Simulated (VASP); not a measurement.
Input of a VASP 6.6.1 run:

INCAR

```
SYSTEM = BaTe
ALGO = Normal
EDIFF = 1E-6
EDIFFG = -0.01
ENCUT = 600
GGA = PE
IBRION = 2
ISIF = 3
ISMEAR = 0
LASPH = .TRUE.
LCHARG = .FALSE.
LREAL = .FALSE.
LWAVE = .FALSE.
NELM = 100
NSW = 100
PREC = Accurate
SIGMA = 0.02
```

File KPOINTS:

```
k-points
0
G
  8 8 8
  0 0 0
```

Contents of POSCAR:

```
BaTe
1.0
    0.0000000000      3.4100000900      3.4100000900
    3.4100000900      0.0000000000      3.4100000900
    3.4100000900      3.4100000900      0.0000000000
Ba Te
1 1
Direct
    0.0000000000      0.0000000000      0.0000000000
    0.5000000000      0.5000000000      0.5000000000
```

Potentials or basis: VASP PAW PBE potentials, release 64 (Ba_sv, Te).

Run with:

```sh
$ cat potpaw_PBE.64/Ba_sv/POTCAR potpaw_PBE.64/Te/POTCAR > POTCAR
$ mpirun -np 1 vasp_std > vasp.out
```

Q: What does it give for the relaxed cell?

A: a = 5.011 Å, b = 5.011 Å, c = 5.011 Å, α = 60.00°, β = 60.00°, γ = 60.00°.

Q: Predict the relaxed volume.

A: 44.50 Å³/atom.

Q: Estimate the band gap on the k mesh.

A: 1.60 eV, indirect (least direct gap 1.98 eV).

Q: What does it give for the space group after relaxing (to 0.05 Å)?

A: Fm-3m (No. 225).

Final structure:
```xyz
2
Lattice="0.0000 3.5436 3.5436 3.5436 0.0000 3.5436 3.5436 3.5436 0.0000" Properties=species:S:1:pos:R:3 pbc="T T T"
Ba    0.0000    0.0000    0.0000
Te    3.5436    3.5436    3.5436
```

Caveat: spin-orbit coupling is left out, which moves the levels of the heavy elements; the volume moved by +12 % from the deposited cell, more than functionals usually miss. Zero-point motion and thermal expansion aren't in these numbers.
